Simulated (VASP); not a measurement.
# NaTi2 (P4/nmm) in VASP: single point with PBE

Aim: the single point of NaTi2 with PBE.

Program: VASP 6.6.1. These are calculated values, not measurements. Logs are shortened: lines on timing, memory, paths and dates and some standing lists are left out, and cuts for length are marked.

## 1. The cell of the first run

The structure is tetragonal, space group P4/nmm (No. 129). Conventional cell: a = 3.799 Å, b = 3.799 Å, c = 9.749 Å, α = 90.00°, β = 90.00°, γ = 90.00°. Na (site symmetry 4mm) has 9 Ti at 3.25 to 4.25 Å and 8 Na at 3.43 to 3.80 Å within 4.3 Å. Ti (site symmetry -4m2) has 8 Ti at 2.69 to 2.74 Å within 3.5 Å. Ti (site symmetry 4mm) has 4 Ti at 2.74 Å and 4 Na at 3.25 Å within 3.6 Å.

## 2. Single point, PBE

Input file INCAR:

```
PREC = Accurate ; ENCUT = 520
EDIFF = 1E-6 ; ISMEAR = 0
SIGMA = 0.1 ; LREAL = False
LASPH = True ; NELM = 100
ALGO = Normal ; ISIF = 2
LWAVE = False ; LCHARG = True
GGA = PE ; LELF = True
LVHAR = True ; NBANDS = 40
```

Input file KPOINTS:

```
regular mesh
0
Gamma
  4 4 4
```

Input file POSCAR:

```
NaTi2
1.0
    3.7986228501      0.0000000000      0.0000000000
    0.0000000000      3.7986228501      0.0000000000
    0.0000000000      0.0000000000      9.7488130358
Na Ti
2 4
Direct
    0.0000000000      0.5000000000      0.6098024841
    0.5000000000      0.0000000000      0.3901975159
    0.0000000000      0.0000000000      0.0000000000
    0.5000000000      0.5000000000      0.0000000000
    0.0000000000      0.5000000000      0.2028895405
    0.5000000000      0.0000000000      0.7971104595
```

Potentials or basis: VASP PAW PBE potentials, release 64 (Na_pv, Ti_sv).

Launch:

```bash
> cat potpaw_PBE.64/Na_pv/POTCAR potpaw_PBE.64/Ti_sv/POTCAR > POTCAR
> mpirun -np 1 vasp_std > vasp.out
```

OUTCAR:

```text
PREC = Accurate
   ENCUT = 520
   EDIFF = 1E-6
   ISMEAR = 0
   LREAL = False
   LASPH = True
   NELM = 100
   ISIF = 2
   GGA = PE

 ion  position               nearest neighbor table
   1  0.000  0.500  0.610-
   2  0.500  0.000  0.390-
   3  0.000  0.000  0.000-   4 2.69   4 2.69   4 2.69   4 2.69   5 2.74   6 2.74   6 2.74   5 2.74

   4  0.500  0.500  0.000-   3 2.69   3 2.69   3 2.69   3 2.69   6 2.74   6 2.74   5 2.74   5 2.74

   5  0.000  0.500  0.203-   3 2.74   4 2.74   3 2.74   4 2.74
   6  0.500  0.000  0.797-   3 2.74   4 2.74   4 2.74   3 2.74

  LATTYP: Found a simple tetragonal cell.
 ALAT       =     3.7986228501
 C/A-ratio  =     2.5664072008

  Lattice vectors:

 A1 = (   3.7986228501,   0.0000000000,   0.0000000000)
 A2 = (   0.0000000000,   3.7986228501,   0.0000000000)
 A3 = (   0.0000000000,   0.0000000000,   9.7488130358)

Analysis of symmetry for initial positions (statically):
=====================================================================
 Subroutine PRICEL returns:
 Original cell was already a primitive cell.

 Routine SETGRP: Setting up the symmetry group for a
 simple tetragonal supercell.

 Subroutine GETGRP returns: Found 16 space group operations
 (whereof  8 operations were pure point group operations)
 out of a pool of 16 trial point group operations.

The static configuration has the point symmetry D_2d.
 The point group associated with its full space group is D_4h.

Analysis of symmetry for dynamics (positions and initial velocities):
=====================================================================
 Subroutine PRICEL returns:
 Original cell was already a primitive cell.

 Routine SETGRP: Setting up the symmetry group for a
 simple tetragonal supercell.

 Subroutine GETGRP returns: Found 16 space group operations
 (whereof  8 operations were pure point group operations)
 out of a pool of 16 trial point group operations.

The dynamic configuration has the point symmetry D_2d.
 The point group associated with its full space group is D_4h.

 Subroutine INISYM returns: Found 16 space group operations
 (whereof  8 operations are pure point group operations),
 and found     1 'primitive' translations

----------------------------------------------------------------------------------------

                                     Primitive cell

  volume of cell :     140.6708

  direct lattice vectors                    reciprocal lattice vectors
     3.798622850  0.000000000  0.000000000     0.263253300  0.000000000  0.000000000
     0.000000000  3.798622850  0.000000000     0.000000000  0.263253300  0.000000000
     0.000000000  0.000000000  9.748813036     0.000000000  0.000000000  0.102576590

  length of vectors
     3.798622850  3.798622850  9.748813036     0.263253300  0.263253300  0.102576590

  position of ions in fractional coordinates (direct lattice)
     0.000000000  0.500000000  0.609802484
     0.500000000  0.000000000  0.390197516
     0.000000000  0.000000000  0.000000000
     0.500000000  0.500000000  0.000000000
     0.000000000  0.500000000  0.202889541
     0.500000000  0.000000000  0.797110459

  ion indices of the primitive-cell ions
   primitive index   ion index
                 1           1
                 2           2
                 3           3
                 4           4
                 5           5
                 6           6

----------------------------------------------------------------------------------------

 KPOINTS: regular mesh

Automatic generation of k-mesh.
 Grid dimensions read from file:
 generate k-points for:    4    4    4

 Generating k-lattice:

  Cartesian coordinates                     Fractional coordinates (reciprocal lattice)
     0.065813325  0.000000000  0.000000000     0.250000000  0.000000000  0.000000000
     0.000000000  0.065813325  0.000000000     0.000000000  0.250000000  0.000000000
     0.000000000  0.000000000  0.025644148     0.000000000  0.000000000  0.250000000

  Length of vectors
     0.065813325  0.065813325  0.025644148

  Shift w.r.t. Gamma in fractional coordinates (k-lattice)
     0.000000000  0.000000000  0.000000000

 Subroutine IBZKPT returns following result:
 ===========================================

 Found     18 irreducible k-points:

 Following reciprocal coordinates:
            Coordinates               Weight
  0.000000  0.000000  0.000000      1.000000
  0.250000  0.000000  0.000000      4.000000
  0.500000  0.000000  0.000000      2.000000
  0.250000  0.250000  0.000000      4.000000
  0.500000  0.250000  0.000000      4.000000
  0.500000  0.500000  0.000000      1.000000
[... 10 lines left out ...]
  0.500000  0.250000  0.500000      4.000000
  0.500000  0.500000  0.500000      1.000000
   k-points           NKPTS =     18   k-points in BZ     NKDIM =     18   number of bands    NBANDS=     40
   number of dos      NEDOS =    301   number of ions     NIONS =      6
   total plane-waves  NPLWV =  62720
   dimension x,y,z NGX =    28 NGY =   28 NGZ =   80
   dimension x,y,z NGXF=    56 NGYF=   56 NGZF=  160
   ions per type =               2   4
   NGX,Y,Z   is equivalent  to a cutoff of  12.25, 12.25, 13.64 a.u.
   NGXF,Y,Z  is equivalent  to a cutoff of  24.51, 24.51, 27.28 a.u.
 SYSTEM =  unknown system
   PREC   = accura    normal or accurate (medium, high low for compatibility)
   ISTART =      0    job   : 0-new  1-cont  2-samecut
   ICHARG =      2    charge: 1-file 2-atom 10-const
   ISPIN  =      1    spin polarized calculation?
   LNONCOLLINEAR =      F non collinear calculations
   LSORBIT =      F    spin-orbit coupling
   LASPH  =      T    aspherical Exc in radial PAW
   ENCUT  =  520.0 eV  38.22 Ry    6.18 a.u.   7.06  7.06 18.13*2*pi/ulx,y,z
   NELM   =    100;   NELMIN=  2; NELMDL= -5     # of ELM steps
   EDIFF  = 0.1E-05   stopping-criterion for ELM
   LREAL  =      F    real-space projection
   EDIFFG = 0.1E-04   stopping-criterion for IOM
   NSW    =      0    number of steps for IOM
   IBRION =     -1    ionic relax: 0-MD 1-quasi-New 2-CG
   NFREE  =      0    steps in history (QN), initial steepest desc. (CG)
   ISIF   =      2    stress and relaxation
   ISYM   =      2    0-nonsym 1-usesym 2-fastsym
   POTIM  = 0.5000    time-step for ionic-motion
   TEBEG  =    0.0;   TEEND  =   0.0 temperature during run
   PSTRESS=    0.0 pullay stress
   NELECT =      62.0000    total number of electrons
   NUPDOWN=      -1.0000    fix difference up-down
   EMIN   =  10.00;   EMAX   =-10.00  energy-range for DOS
   EFERMI =   0.00;   METHOD = LEGACY
   ISMEAR =     0;   SIGMA  =   0.10  broadening in eV -4-tet -1-fermi 0-gaus
   EFERMI_NEDOS =   21; number of points for ismear=-14 and -15
   IALGO  =     38    algorithm
   IMIX   =      4    mixing-type and parameters
     AMIX     =   0.40;   BMIX     =  1.00
     AMIX_MAG =   1.60;   BMIX_MAG =  1.00
  volume/ion in A,a.u.               =      23.45       158.22
  Fermi-wavevector in a.u.,A,eV,Ry     =   1.245864  2.354342 21.118657  1.552178
  Thomas-Fermi vector in A             =   2.380067
   LORBIT       =      0    0 simple, 1 ext, 2 COOP (PROOUT), +10 PAW based schemes
   GGA     = PE    functional components
   LHFCALC =     F    Hartree Fock is set to
   AEXX    =    0.0000 exact exchange contribution
   IVDW    =     0    specifies the selected vdW correction
   LEPSILON=     F    determine dielectric tensor
   LRPA    =     F    only Hartree local field effects (RPA)
 non-spin polarized calculation
 Gauss-broadening in eV      SIGMA  =   0.10
  energy-cutoff  :      520.00
  volume of cell :      140.67
 maximum number of plane-waves:      3800
   NGX = 15   NGY = 15   NGZ = 37

 number of electron      61.9999993 magnetization

 Free energy of the ion-electron system (eV)
  ---------------------------------------------------
  ext. energy  EPLUGINS =         0.00000000
  ---------------------------------------------------
  free energy    TOTEN  =       -29.90213961 eV

  energy without entropy =      -29.85215264  energy(sigma->0) =      -29.87714613

 E-fermi :   4.1062     XC(G=0):  -9.1703

 val. band max:        4.0581412574   @ k =   0.0000   0.0000   0.0000
 cond. band min:       4.1142948721   @ k =   0.2500   0.0000   0.5000
 fundamental gap:      0.0561536147
 Fermi energy:         4.1062072552

 k-point     1 :       0.0000    0.0000    0.0000
  band No.  band energies     occupation
      1     -52.8476      2.00000
      2     -52.8388      2.00000
      3     -52.1801      2.00000
      4     -51.9909      2.00000
      5     -29.1734      2.00000
      6     -29.1734      2.00000
[... 32 lines left out ...]
     39       6.5503      0.00000
     40       6.5503      0.00000

 k-point     2 :       0.2500    0.0000    0.0000
  band No.  band energies     occupation
      1     -52.8444      2.00000
      2     -52.8383      2.00000
      3     -52.1536      2.00000
      4     -52.0196      2.00000
      5     -29.1813      2.00000
      6     -29.1615      2.00000
[... 32 lines left out ...]
     39       5.8485      0.00000
     40       6.5052      0.00000

 k-point     3 :       0.5000    0.0000    0.0000
  band No.  band energies     occupation
      1     -52.8395      2.00000
      2     -52.8395      2.00000
      3     -52.0877      2.00000
      4     -52.0877      2.00000
      5     -29.1853      2.00000
      6     -29.1853      2.00000
[... 32 lines left out ...]
     39       6.1118      0.00000
     40       6.1127      0.00000

 k-point     4 :       0.2500    0.2500    0.0000
  band No.  band energies     occupation
      1     -52.8417      2.00000
      2     -52.8376      2.00000
      3     -52.1347      2.00000
      4     -52.0398      2.00000
      5     -29.1944      2.00000
      6     -29.1701      2.00000
[... 32 lines left out ...]
     39       5.9374      0.00000
     40       6.0685      0.00000
[... 514 lines left out ...]
     39       6.0064      0.00000
     40       6.0289      0.00000

 k-point    17 :       0.5000    0.2500    0.5000
  band No.  band energies     occupation
      1     -52.8380      2.00000
      2     -52.8380      2.00000
      3     -52.0879      2.00000
      4     -52.0879      2.00000
      5     -29.1949      2.00000
      6     -29.1949      2.00000
[... 32 lines left out ...]
     39       5.6068      0.00000
     40       5.6068      0.00000

 k-point    18 :       0.5000    0.5000    0.5000
  band No.  band energies     occupation
      1     -52.8364      2.00000
      2     -52.8364      2.00000
      3     -52.0882      2.00000
      4     -52.0882      2.00000
      5     -29.2068      2.00000
      6     -29.2068      2.00000
[... 32 lines left out ...]
     39       5.5384      0.00000
     40       5.5384      0.00000

------------------------ aborting loop because EDIFF is reached ----------------------------------------

  FORCE on cell =-STRESS in cart. coord.  units (eV):
  Direction    XX          YY          ZZ          XY          YZ          ZX
  --------------------------------------------------------------------------------------
  -------------------------------------------------------------------------------------
  Total       -0.1390049     -0.1390049     -0.0705278      0.0000000      0.0000000      0.0000000
  in kB       -1.5832030     -1.5832030     -0.8032798      0.0000000      0.0000000      0.0000000
  external PRESSURE =      -1.3232286 kB  Pullay stress =       0.0000000 kB

 VOLUME and BASIS-vectors are now :
 -----------------------------------------------------------------------------
  energy-cutoff  :      520.00
  volume of cell :      140.67
      direct lattice vectors                 reciprocal lattice vectors
     3.798622850  0.000000000  0.000000000     0.263253300  0.000000000  0.000000000
     0.000000000  3.798622850  0.000000000     0.000000000  0.263253300  0.000000000
     0.000000000  0.000000000  9.748813036     0.000000000  0.000000000  0.102576590

 POSITION                                       TOTAL-FORCE (eV/Angst)
 -----------------------------------------------------------------------------------
      0.00000      1.89931      5.94485        -0.000000      0.000000      0.001302
      1.89931      0.00000      3.80396         0.000000      0.000000     -0.001302
      0.00000      0.00000      0.00000        -0.000000      0.000000      0.000000
      1.89931      1.89931      0.00000        -0.000000     -0.000000      0.000000
      0.00000      1.89931      1.97793        -0.000000      0.000000     -0.040248
      1.89931      0.00000      7.77088         0.000000      0.000000      0.040248
 -----------------------------------------------------------------------------------
    total drift:                                0.000000      0.000000     -0.000000

  FREE ENERGIE OF THE ION-ELECTRON SYSTEM (eV)
  ---------------------------------------------------
  free  energy   TOTEN  =       -29.9021396107 eV

  energy  without entropy=      -29.8521526404  energy(sigma->0) =      -29.87714613
```

Wall time 3.3 min (1 thread of Intel Xeon 8259CL, shared host); peak memory 0.27 GiB.

Results:

```
Free energy            : -29.9021 eV
Pressure               : -0.1 GPa
Largest force          : 0.040 eV/Å
Band gap on the k mesh : zero (bands 31 and 32 overlap by 0.61 eV)
```

Forces in eV/Å, atoms in the order of the input:
```
Na   0.000  0.000  0.001
Na   0.000  0.000 -0.001
Ti   0.000  0.000  0.000
Ti   0.000  0.000  0.000
Ti   0.000  0.000 -0.040
Ti   0.000  0.000  0.040
```

Stress tensor (GPa, compression positive):
```
-0.16  0.00  0.00
 0.00 -0.16  0.00
 0.00  0.00 -0.08
```

Caveat: the k points lie up to 0.41 Å⁻¹ apart, too coarse for converged energies and pressures of a metal.

The gap in the log of VASP goes by the Fermi energy; the results here count the filled bands.